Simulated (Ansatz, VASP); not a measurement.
# AlN: VASP beside Ansatz

File INCAR:

```
PREC = Accurate
ENCUT = 520
EDIFF = 1E-7
ISMEAR = 0
SIGMA = 0.05
LREAL = False
LASPH = True
NELM = 100
ALGO = Normal
ISIF = 2
LWAVE = False
LCHARG = True
GGA = PE
LELF = True
LVHAR = True
NBANDS = 16
```

The input KPOINTS:

```
Automatic mesh
0
Gamma
  12 12 6
```

Contents of POSCAR:

```
AlN
1.0
    3.1302395629      0.0000000000      0.0000000000
   -1.5651197815      2.7108669814      0.0000000000
    0.0000000000      0.0000000000      5.0179796548
Al N
2 2
Direct
    0.3562511275      0.6518451680     -0.0106568537
    0.6803178060      0.3412300129      0.5082320115
    0.3082895870      0.6640987919      0.3854155713
    0.6551414794      0.3428260273      0.8870092710
```

Input for Ansatz:

```yaml
crystal:
  lattice:
    - [3.1302395629, 0.0, 0.0]
    - [-1.5651197815, 2.7108669814, 0.0]
    - [0.0, 0.0, 5.0179796548]
  atoms:
    - { symbol: Al, position: [0.3562511275, 0.651845168, -0.0106568537] }
    - { symbol: Al, position: [0.680317806, 0.3412300129, 0.5082320115] }
    - { symbol: "N", position: [0.308289587, 0.6640987919, 0.3854155713] }
    - { symbol: "N", position: [0.6551414794, 0.3428260273, 0.887009271] }
basis:
  ecutwfc: 420
kpoints:
  mp_grid: { grid: [12, 12, 6] }
hamiltonian:
  xc: pbe
scf:
  occupations: { method: gaussian, width: 0.05 }
output:
  forces: true
  stress: true
  eigenvalues: true
  write_density: true
  write_potential: true
  elf: true
  volumetric_format: npy
```

Change from the starting cell: all atoms moved at random (sigma 0.06 Å a component).

Alike in both runs: task single point; functional PBE; k mesh 12 × 12 × 6; occupations gaussian, width 0.05 eV; no spin polarisation.

|  | VASP | Ansatz |
| --- | --- | --- |
| version | VASP 6.6.1 | Ansatz 0.2.0 |
| potentials or method | VASP PAW PBE potentials, release 64 (Al, N), cutoff 520 eV | scalar-relativistic, plane waves, PAW |
| valence electrons in the cell | 16 | 16 |

```tsv
	VASP	Ansatz	Ansatz less VASP
gap on the k mesh at the Fermi level (eV)	3.77	3.76	-0.010
least direct gap on the mesh (eV)	3.77	3.76	-0.010
pressure (GPa)	2.9	3.2	+0.23
traceless stress, the component that is largest in VASP (GPa)	6.95	6.90	-0.043
rms of the force components (eV/Å)	1.713	1.704	-0.0082
```

Atom by atom the forces differ by 0.009 eV/Å (rms over components). The functional is the same, so the differences come from potentials, cutoffs and numerics.
